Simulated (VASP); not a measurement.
# Au (I4/mmm) in VASP: further runs

Au is run at these levels: r2SCAN; tasks: single point.

Everything below comes from runs of VASP 6.6.1. Logs are shortened: lines on timing, memory, paths and dates and some standing lists are left out, and cuts for length are marked.

## Step 1: The cell of the first run

The structure is tetragonal, space group I4/mmm (No. 139). The conventional cell has a = 3.149 Å, b = 3.149 Å, c = 3.397 Å, α = 90.00°, β = 90.00°, γ = 90.00°. Au (site symmetry 4/mmm) has 14 Au at 2.80 to 3.40 Å within 3.7 Å.

## Step 2: Single point, r2SCAN (strain -0.050 along x and y, +0.025 along z)

Input file POSCAR:

```
Au
1.0
   -1.5744055500      1.5744055500      1.6987007250
    1.5744055500     -1.5744055500      1.6987007250
    1.5744055500      1.5744055500     -1.6987007250
Au
1
Direct
    0.0000000000      0.0000000000      0.0000000000
```

Input file INCAR.step1:

```
SYSTEM = Au
ALGO = Normal
EDIFF = 1E-4
ENCUT = 520
GGA = PE
ISMEAR = 0
LASPH = .TRUE.
LCHARG = .FALSE.
LREAL = .FALSE.
LWAVE = .TRUE.
NBANDS = 12
NELM = 80
PREC = Accurate
SIGMA = 0.15
```

Input file INCAR.step2:

```
SYSTEM = Au
ALGO = Normal
EDIFF = 1E-6
ENCUT = 520
ISIF = 2
ISMEAR = 0
ISTART = 1
LASPH = .TRUE.
LCHARG = .FALSE.
LMIXTAU = .TRUE.
LREAL = .FALSE.
LWAVE = .FALSE.
METAGGA = R2SCAN
NBANDS = 12
NELM = 80
PREC = Accurate
SIGMA = 0.15
```

Input file KPOINTS:

```
k-points
0
G
  20 20 20
  0 0 0
```

Potentials or basis: VASP PAW PBE potentials, release 64 (Au).

Launch:

```console
$ cat potpaw_PBE.64/Au/POTCAR > POTCAR
$ cp INCAR.step1 INCAR
$ mpirun -np 1 vasp_std > vasp.out
$ cp INCAR.step2 INCAR
$ mpirun -np 1 vasp_std > vasp.out
```

OUTCAR:

```text
SYSTEM = Au
   EDIFF = 1E-6
   ENCUT = 520
   ISIF = 2
   ISMEAR = 0
   ISTART = 1
   LASPH = .TRUE.
   LREAL = .FALSE.
   METAGGA = R2SCAN
   NELM = 80
   PREC = Accurate

 ion  position               nearest neighbor table
   1  0.000  0.000  0.000-

  LATTYP: Found a body centered tetragonal cell.
 ALAT       =     3.1488111000
 C/A-ratio  =     1.0789473684

  Lattice vectors:

 A1 = (  -1.5744055500,   1.5744055500,   1.6987007250)
 A2 = (   1.5744055500,  -1.5744055500,   1.6987007250)
 A3 = (   1.5744055500,   1.5744055500,  -1.6987007250)

Analysis of symmetry for initial positions (statically):
=====================================================================
 Subroutine PRICEL returns:
 Original cell was already a primitive cell.

 Routine SETGRP: Setting up the symmetry group for a
 body centered tetragonal supercell.

 Subroutine GETGRP returns: Found 16 space group operations
 (whereof 16 operations were pure point group operations)
 out of a pool of 16 trial point group operations.

The static configuration has the point symmetry D_4h.

Analysis of symmetry for dynamics (positions and initial velocities):
=====================================================================
 Subroutine PRICEL returns:
 Original cell was already a primitive cell.

 Routine SETGRP: Setting up the symmetry group for a
 body centered tetragonal supercell.

 Subroutine GETGRP returns: Found 16 space group operations
 (whereof 16 operations were pure point group operations)
 out of a pool of 16 trial point group operations.

The dynamic configuration has the point symmetry D_4h.

 Subroutine INISYM returns: Found 16 space group operations
 (whereof 16 operations are pure point group operations),
 and found     1 'primitive' translations

----------------------------------------------------------------------------------------

                                     Primitive cell

  volume of cell :      16.8426

  direct lattice vectors                    reciprocal lattice vectors
    -1.574405550  1.574405550  1.698700725     0.000000000  0.317580181  0.294342607
     1.574405550 -1.574405550  1.698700725     0.317580181  0.000000000  0.294342607
     1.574405550  1.574405550 -1.698700725     0.317580181  0.317580181  0.000000000

  length of vectors
     2.800551700  2.800551700  2.800551700     0.433006630  0.433006630  0.449126200

  position of ions in fractional coordinates (direct lattice)
     0.000000000  0.000000000  0.000000000

  ion indices of the primitive-cell ions
   primitive index   ion index
                 1           1

----------------------------------------------------------------------------------------

 KPOINTS: k-points

Automatic generation of k-mesh.
 Grid dimensions read from file:
 generate k-points for:   20   20   20

 Generating k-lattice:

  Cartesian coordinates                     Fractional coordinates (reciprocal lattice)
     0.000000000  0.015879009  0.014717130     0.050000000 -0.000000000  0.000000000
     0.015879009  0.000000000  0.014717130    -0.000000000  0.050000000  0.000000000
     0.015879009  0.015879009  0.000000000     0.000000000  0.000000000  0.050000000

  Length of vectors
     0.021650332  0.021650332  0.022456310

  Shift w.r.t. Gamma in fractional coordinates (k-lattice)
     0.000000000  0.000000000  0.000000000

 Subroutine IBZKPT returns following result:
 ===========================================

 Found    641 irreducible k-points:

 Following reciprocal coordinates:
            Coordinates               Weight
  0.000000  0.000000  0.000000      1.000000
  0.050000  0.000000 -0.000000      8.000000
  0.100000  0.000000 -0.000000      8.000000
  0.150000  0.000000  0.000000      8.000000
  0.200000  0.000000 -0.000000      8.000000
  0.250000  0.000000 -0.000000      8.000000
[... 16 lines left out ...]
 -0.400000  0.050000  0.000000     16.000000
 -0.350000  0.050000  0.000000     16.000000
 [... further k-points ...]
   k-points           NKPTS =    641   k-points in BZ     NKDIM =    641   number of bands    NBANDS=     12
   number of dos      NEDOS =    301   number of ions     NIONS =      1
   total plane-waves  NPLWV =  13824
   dimension x,y,z NGX =    24 NGY =   24 NGZ =   24
   dimension x,y,z NGXF=    48 NGYF=   48 NGZF=   48
   ions per type =               1
   NGX,Y,Z   is equivalent  to a cutoff of  14.25, 14.25, 14.25 a.u.
   NGXF,Y,Z  is equivalent  to a cutoff of  28.49, 28.49, 28.49 a.u.
 SYSTEM =  Au
   PREC   = accura    normal or accurate (medium, high low for compatibility)
   ISTART =      1    job   : 0-new  1-cont  2-samecut
   ICHARG =      0    charge: 1-file 2-atom 10-const
   ISPIN  =      1    spin polarized calculation?
   LNONCOLLINEAR =      F non collinear calculations
   LSORBIT =      F    spin-orbit coupling
   LASPH  =      T    aspherical Exc in radial PAW
   ENCUT  =  520.0 eV  38.22 Ry    6.18 a.u.   5.21  5.21  5.21*2*pi/ulx,y,z
   NELM   =     80;   NELMIN=  2; NELMDL=  0     # of ELM steps
   EDIFF  = 0.1E-05   stopping-criterion for ELM
   LREAL  =      F    real-space projection
   EDIFFG = 0.1E-04   stopping-criterion for IOM
   NSW    =      0    number of steps for IOM
   IBRION =     -1    ionic relax: 0-MD 1-quasi-New 2-CG
   NFREE  =      0    steps in history (QN), initial steepest desc. (CG)
   ISIF   =      2    stress and relaxation
   ISYM   =      2    0-nonsym 1-usesym 2-fastsym
   POTIM  = 0.5000    time-step for ionic-motion
   TEBEG  =    0.0;   TEEND  =   0.0 temperature during run
   PSTRESS=    0.0 pullay stress
   NELECT =      11.0000    total number of electrons
   NUPDOWN=      -1.0000    fix difference up-down
   EMIN   =  10.00;   EMAX   =-10.00  energy-range for DOS
   EFERMI =   0.00;   METHOD = LEGACY
   ISMEAR =     0;   SIGMA  =   0.15  broadening in eV -4-tet -1-fermi 0-gaus
   EFERMI_NEDOS =   21; number of points for ismear=-14 and -15
   IALGO  =     38    algorithm
   IMIX   =      4    mixing-type and parameters
     AMIX     =   0.40;   BMIX     =  1.00
     AMIX_MAG =   1.60;   BMIX_MAG =  1.00
  volume/ion in A,a.u.               =      16.84       113.66
  Fermi-wavevector in a.u.,A,eV,Ry     =   1.420373  2.684115 27.449197  2.017459
  Thomas-Fermi vector in A             =   2.541295
   LORBIT       =      0    0 simple, 1 ext, 2 COOP (PROOUT), +10 PAW based schemes
   METAGGA = R2SCAN    functional components
   LHFCALC =     F    Hartree Fock is set to
   AEXX    =    0.0000 exact exchange contribution
   IVDW    =     0    specifies the selected vdW correction
   LEPSILON=     F    determine dielectric tensor
   LRPA    =     F    only Hartree local field effects (RPA)
 non-spin polarized calculation
 Gauss-broadening in eV      SIGMA  =   0.15
  energy-cutoff  :      520.00
  volume of cell :       16.84
 maximum number of plane-waves:       476
 NGX is ok and might be reduce to    24
   NGX = 11   NGY = 11   NGZ = 11

 number of electron      11.0000001 magnetization

 Free energy of the ion-electron system (eV)
  ---------------------------------------------------
  ext. energy  EPLUGINS =         0.00000000
  ---------------------------------------------------
  free energy    TOTEN  =       -50.55897211 eV

  energy without entropy =      -50.55572455  energy(sigma->0) =      -50.55734833

 E-fermi :   9.6098     XC(G=0): -13.7109

 val. band max:        9.6045158920   @ k =  -0.2500   0.4500   0.1000
 cond. band min:       9.6100724589   @ k =  -0.1000  -0.4500   0.0500
 fundamental gap:      0.0055565669
 Fermi energy:         9.6097631340

 k-point     1 :       0.0000    0.0000    0.0000
  band No.  band energies     occupation
      1      -0.6861      2.00000
      2       4.1840      2.00000
      3       4.1840      2.00000
      4       4.6709      2.00000
      5       6.0014      2.00000
      6       6.5551      2.00000
      7      26.1138      0.00000
      8      27.4210      0.00000
      9      27.4210      0.00000
     10      33.3166      0.00000
     11      35.5345      0.00000
     12      36.0915      0.00000

 k-point     2 :       0.0500    0.0000   -0.0000
  band No.  band energies     occupation
      1      -0.5910      2.00000
      2       4.1897      2.00000
      3       4.2051      2.00000
      4       4.6880      2.00000
      5       5.9799      2.00000
      6       6.5375      2.00000
      7      26.1738      0.00000
      8      27.3727      0.00000
      9      27.5410      0.00000
     10      32.4706      0.00000
     11      34.5145      0.00000
     12      35.6770      0.00000

 k-point     3 :       0.1000    0.0000   -0.0000
  band No.  band energies     occupation
      1      -0.3122      2.00000
      2       4.2050      2.00000
      3       4.2178      2.00000
      4       4.7905      2.00000
      5       5.9223      2.00000
      6       6.4956      2.00000
      7      26.2551      0.00000
      8      27.0877      0.00000
      9      27.8923      0.00000
     10      31.3655      0.00000
     11      32.8721      0.00000
     12      34.5922      0.00000
[... 286 lines left out ...]
 k-point    23 :      -0.4000    0.0500    0.0000
  band No.  band energies     occupation
      1       1.9376      2.00000
      2       3.5302      2.00000
      3       5.6295      2.00000
      4       6.2333      2.00000
      5       6.6631      2.00000
      6       7.5754      2.00000
      7      16.5171      0.00000
      8      23.6844      0.00000
      9      25.8464      0.00000
     10      31.8350      0.00000
     11      32.9152      0.00000
     12      33.4909      0.00000

 k-point    24 :      -0.3500    0.0500    0.0000
  band No.  band energies     occupation
      1       1.8450      2.00000
      2       3.6520      2.00000
      3       5.1500      2.00000
      4       5.8373      2.00000
      5       6.5596      2.00000
      6       6.9226      2.00000
      7      18.6180      0.00000
      8      24.3044      0.00000
      9      26.9507      0.00000
     10      31.1591      0.00000
     11      32.5740      0.00000
     12      33.1369      0.00000

 [... further k-points ...]
[... 5 lines left out ...]
  --------------------------------------------------------------------------------------
  -------------------------------------------------------------------------------------
  Total        0.8052527      0.8052527      0.8631475      0.0000000     -0.0000000      0.0000000
  in kB       76.6006952     76.6006952     82.1080119      0.0000000     -0.0000000      0.0000000
  external PRESSURE =      78.4364674 kB  Pullay stress =       0.0000000 kB

 VOLUME and BASIS-vectors are now :
 -----------------------------------------------------------------------------
  energy-cutoff  :      520.00
  volume of cell :       16.84
      direct lattice vectors                 reciprocal lattice vectors
    -1.574405550  1.574405550  1.698700725     0.000000000  0.317580181  0.294342607
     1.574405550 -1.574405550  1.698700725     0.317580181  0.000000000  0.294342607
     1.574405550  1.574405550 -1.698700725     0.317580181  0.317580181  0.000000000

 POSITION                                       TOTAL-FORCE (eV/Angst)
 -----------------------------------------------------------------------------------
      0.00000      0.00000      0.00000         0.000000      0.000000     -0.000000
 -----------------------------------------------------------------------------------
    total drift:                                0.000000      0.000000     -0.000000

  FREE ENERGIE OF THE ION-ELECTRON SYSTEM (eV)
  ---------------------------------------------------
  free  energy   TOTEN  =       -50.5589721140 eV

  energy  without entropy=      -50.5557245463  energy(sigma->0) =      -50.55734833
```

Wall time 3.1 min (1 thread of Intel Xeon Platinum 8559C (Emerald Rapids), shared host); peak memory 0.25 GiB.

Results:

- Free energy: -50.5590 eV
- Pressure: 7.8 GPa

Caveat: the cell differs from its parent crystal (strain -0.050 along x and y, +0.025 along z); the PAW data sets were made with another functional, which shifts forces and pressure a little; spin-orbit coupling is left out, which moves the levels of the heavy elements.

## Step 3: Single point, r2SCAN (strain -0.050 along x and y, +0.050 along z)

Input file POSCAR:

```
Au
1.0
   -1.5744055500      1.5744055500      1.7401324500
    1.5744055500     -1.5744055500      1.7401324500
    1.5744055500      1.5744055500     -1.7401324500
Au
1
Direct
    0.0000000000      0.0000000000      0.0000000000
```

Input file INCAR.step1:

```
  PREC = Accurate
  ENCUT = 520
  ISMEAR = 0
  SIGMA = 0.15
  LREAL = F
  LASPH = T
  NELM = 80
  NBANDS = 12
  GGA = PE
  ALGO = Normal
  EDIFF = 1E-4
  LWAVE = T
  LCHARG = F
```

Input file INCAR.step2:

```
  PREC = Accurate
  ENCUT = 520
  EDIFF = 1E-7
  ISMEAR = 0
  SIGMA = 0.15
  LREAL = F
  LASPH = T
  NELM = 80
  ALGO = Normal
  ISIF = 2
  LWAVE = F
  LCHARG = F
  METAGGA = R2SCAN
  LMIXTAU = T
  NBANDS = 12
  ISTART = 1
```

Input file KPOINTS:

```
Automatic mesh
0
Gamma
  20 20 20
```

Potentials or basis: VASP PAW PBE potentials, release 64 (Au).

Launch:

```console
$ cat potpaw_PBE.64/Au/POTCAR > POTCAR
$ cp INCAR.step1 INCAR
$ mpirun -np 1 vasp_std > vasp.out
$ cp INCAR.step2 INCAR
$ mpirun -np 1 vasp_std > vasp.out
```

Run time: 3.5 min. Hardware: 1 thread of Intel Xeon Platinum 8559C (Emerald Rapids), shared host; peak memory 0.25 GiB.

The run converged. Its results:

| Quantity | Value |
| --- | --- |
| Free energy | -50.5747 eV |
| Pressure | 3.4 GPa |

Stress tensor (GPa, compression positive):
```
3.11 0.00 0.00
0.00 3.11 0.00
0.00 0.00 3.99
```

Levels at points of the mesh, in eV from the Fermi level:
| k point | band 4 | band 5 | band 6 | band 7 | band 8 | band 9 |
| --- | --- | --- | --- | --- | --- | --- |
| (0.00, 0.00, 0.00) | -4.71 | -3.65 | -2.98 | 16.29 | 17.92 | 17.92 |
| (0.50, 0.00, 0.00) | -2.90 | -1.74 | -0.67 | 3.29 | 13.54 | 15.20 |
| (0.50, 0.50, 0.00) | -2.77 | -1.57 | -0.09 | 4.13 | 12.10 | 12.88 |
| (0.50, 0.50, 0.50) | -1.95 | -1.95 | 4.68 | 7.59 | 7.59 | 9.43 |

Caveat: the cell differs from its parent crystal (strain -0.050 along x and y, +0.050 along z); the PAW data sets were made with another functional, which shifts forces and pressure a little; spin-orbit coupling is left out, which moves the levels of the heavy elements.

## Step 4: Single point, r2SCAN (strain +0.050 along x and y, -0.050 along z)

Input file POSCAR:

```
Au
1.0
   -1.7401324500      1.7401324500      1.5744055500
    1.7401324500     -1.7401324500      1.5744055500
    1.7401324500      1.7401324500     -1.5744055500
Au
1
Direct
    0.0000000000      0.0000000000      0.0000000000
```

Input file INCAR.step1:

```
PREC = Accurate
ENCUT = 520
ISMEAR = 0
SIGMA = 0.15
LREAL = F
LASPH = T
NELM = 60
NBANDS = 12
GGA = PE
ALGO = Normal
EDIFF = 1E-4
LWAVE = T
LCHARG = F
```

Input file INCAR.step2:

```
PREC = Accurate
ENCUT = 520
EDIFF = 1E-6
ISMEAR = 0
SIGMA = 0.15
LREAL = F
LASPH = T
NELM = 60
ALGO = Normal
ISIF = 2
LWAVE = F
LCHARG = T
METAGGA = R2SCAN
LMIXTAU = T
LELF = T
LVHAR = T
NBANDS = 12
ISTART = 1
```

Input file KPOINTS:

```
regular mesh
0
Gamma
  20 20 20
```

Launch:

```console
$ cat potpaw_PBE.64/Au/POTCAR > POTCAR
$ cp INCAR.step1 INCAR
$ mpirun -np 1 vasp_std > vasp.out
$ cp INCAR.step2 INCAR
$ mpirun -np 1 vasp_std > vasp.out
```

Run time: 4.5 min. Hardware: 1 thread of Intel Xeon Platinum 8375C at 2.90GHz (Ice Lake), shared host; peak memory 0.26 GiB.

The run converged. Its results:

| Quantity | Value |
| --- | --- |
| Free energy | -50.5349 eV |
| Pressure | -9.3 GPa |

Stress tensor (GPa, compression positive):
```
 -8.95   0.00   0.00
  0.00  -8.95   0.00
  0.00   0.00 -10.00
```

Levels at points of the mesh, in eV from the Fermi level:
```csv
k point,band 4,band 5,band 6,band 7,band 8,band 9
"(0.00, 0.00, 0.00)",-4.37,-3.39,-2.70,16.59,16.59,18.58
"(0.50, 0.00, 0.00)",-2.45,-1.67,0.16,3.30,12.43,12.93
"(0.50, 0.50, 0.00)",-3.02,-1.75,-0.38,2.47,13.99,15.23
"(0.50, 0.50, 0.50)",-2.04,-1.84,5.55,5.55,8.37,8.47
```

Caveat: the cell differs from its parent crystal (strain +0.050 along x and y, -0.050 along z); the PAW data sets were made with another functional, which shifts forces and pressure a little; spin-orbit coupling is left out, which moves the levels of the heavy elements.

## Step 5: Single point, r2SCAN (strain +0.050 along x and y, -0.025 along z)

Input file POSCAR:

```
Au
1.0
   -1.7401324500      1.7401324500      1.6158372750
    1.7401324500     -1.7401324500      1.6158372750
    1.7401324500      1.7401324500     -1.6158372750
Au
1
Direct
    0.0000000000      0.0000000000      0.0000000000
```

Input file INCAR.step1:

```
PREC = Accurate ; ENCUT = 520
ISMEAR = 0 ; SIGMA = 0.15
LREAL = F ; LASPH = T
NELM = 60 ; NBANDS = 12
GGA = PE ; ALGO = Normal
EDIFF = 1E-4 ; LWAVE = T
LCHARG = F
```

Input file INCAR.step2:

```
PREC = Accurate ; ENCUT = 520
EDIFF = 1E-6 ; ISMEAR = 0
SIGMA = 0.15 ; LREAL = F
LASPH = T ; NELM = 60
ALGO = Normal ; ISIF = 2
LWAVE = F ; LCHARG = F
METAGGA = R2SCAN ; LMIXTAU = T
NBANDS = 12 ; ISTART = 1
```

Input file KPOINTS:

```
Automatic mesh
0
Gamma
  20 20 20
```

Launch:

```console
$ cat potpaw_PBE.64/Au/POTCAR > POTCAR
$ cp INCAR.step1 INCAR
$ mpirun -np 1 vasp_std > vasp.out
$ cp INCAR.step2 INCAR
$ mpirun -np 1 vasp_std > vasp.out
```

It took 3.8 min on 1 thread of Intel Xeon Platinum 8375C at 2.90GHz (Ice Lake), shared host; peak memory 0.27 GiB.

The run converged. Its results:

| Quantity | Value |
| --- | --- |
| Free energy | -50.5002 eV |
| Pressure | -11.5 GPa |

Stress tensor (GPa, compression positive):
```
-11.18   0.00   0.00
  0.00 -11.18   0.00
  0.00   0.00 -12.17
```

Levels at points of the mesh, in eV from the Fermi level:
```csv
k point,band 2,band 3,band 4,band 5,band 6,band 7,band 8,band 9,band 10,band 11
"(0.00, 0.00, 0.00)",-4.75,-4.34,-4.34,-3.20,-2.73,16.74,16.74,18.14,22.11,22.11
"(0.50, 0.00, 0.00)",-5.50,-3.05,-2.55,-1.67,0.20,3.05,12.48,12.91,20.00,20.88
"(0.50, 0.50, 0.00)",-5.06,-3.39,-2.93,-1.73,-0.19,2.47,13.64,14.56,21.97,22.04
"(0.50, 0.50, 0.50)",-6.02,-2.02,-2.02,-1.88,5.75,5.75,7.86,8.21,14.50,16.12
```

Caveat: the cell differs from its parent crystal (strain +0.050 along x and y, -0.025 along z); the PAW data sets were made with another functional, which shifts forces and pressure a little; spin-orbit coupling is left out, which moves the levels of the heavy elements.

## Step 6: Overview

```csv
cell,gap on the mesh (eV),pressure (GPa)
"a = 2.801 Å, angles 111.6, 111.6, 105.3°, 1 atom",none,7.8
"a = 2.826 Å, angles 112.3, 112.3, 104.0°, 1 atom",none,3.4
"a = 2.921 Å, angles 106.9, 106.9, 114.8°, 1 atom",none,-9.3
"a = 2.944 Å, angles 107.5, 107.5, 113.4°, 1 atom",none,-11.5
```

Alike in all rows: task single point; level r2SCAN; potentials or basis VASP PAW PBE potentials, release 64 (Au); no spin polarisation; k mesh 20 × 20 × 20; cutoff (eV) 520; smearing gaussian 0.15 eV.

Caveats: the PAW data sets were made with another functional, which shifts forces and pressure a little; spin-orbit coupling is left out, which moves the levels of the heavy elements.

Total energies depend on the potentials used, so only differences within one code and one set of settings carry meaning.
